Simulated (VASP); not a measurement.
Write the native input for VASP 6.6.1 that does the following.

```
Task                   : single point
Functional             : LDA
Potentials or basis    : VASP PAW LDA potentials, release 64 (W_sv)
Cutoff                 : 520 eV
k mesh                 : 20 × 20 × 20
Occupations            : gaussian, width 0.15 eV
Spin                   : no spin polarisation
Dipole correction      : no
Further INCAR settings : ALGO = Fast; EDIFF = 1e-06; NBANDS = 13
```

The structure of W lies in POSCAR:

```
W
1.0
    0.0000000000      1.9538750000      2.0300000000
    2.0300000000      0.0000000000      2.0300000000
    2.0300000000      1.9538750000      0.0000000000
W
1
Direct
    0.0000000000      0.0000000000      0.0000000000
```

This cell differs from its parent crystal: strain -0.0375 x Voigt [0, 1, 0, 0, 0, 0].

The input as run:

INCAR

```
SYSTEM = W
  ALGO = Fast
  EDIFF = 1E-6
  ENCUT = 520
  ISIF = 2
  ISMEAR = 0
  LASPH = .TRUE.
  LCHARG = .FALSE.
  LREAL = .FALSE.
  LWAVE = .FALSE.
  NBANDS = 13
  NELM = 60
  PREC = Accurate
  SIGMA = 0.15
```

KPOINTS

```
k-points
0
G
  20 20 20
  0 0 0
```

Potentials or basis: VASP PAW LDA potentials, release 64 (W_sv).

The run is started by

```sh
$ cat potpaw_LDA.64/W_sv/POTCAR > POTCAR
$ mpirun -np 1 vasp_std > vasp.out
```

It gave:

| Property | Result |
| --- | --- |
| Pressure | -6.4 GPa |
| Band gap on the k mesh | zero (band 7 reaches 14.44 eV, above the bottom of band 8 at 10.08 eV) |

Caveat: the cell differs from its parent crystal (strain -0.0375 x Voigt [0, 1, 0, 0, 0, 0]); spin-orbit coupling is left out, which moves the levels of the heavy elements.

Wall time 88 s on 1 thread of AMD EPYC 9R45 96-Core Processor (Zen 5) (shared host), peak memory 0.2 GiB.
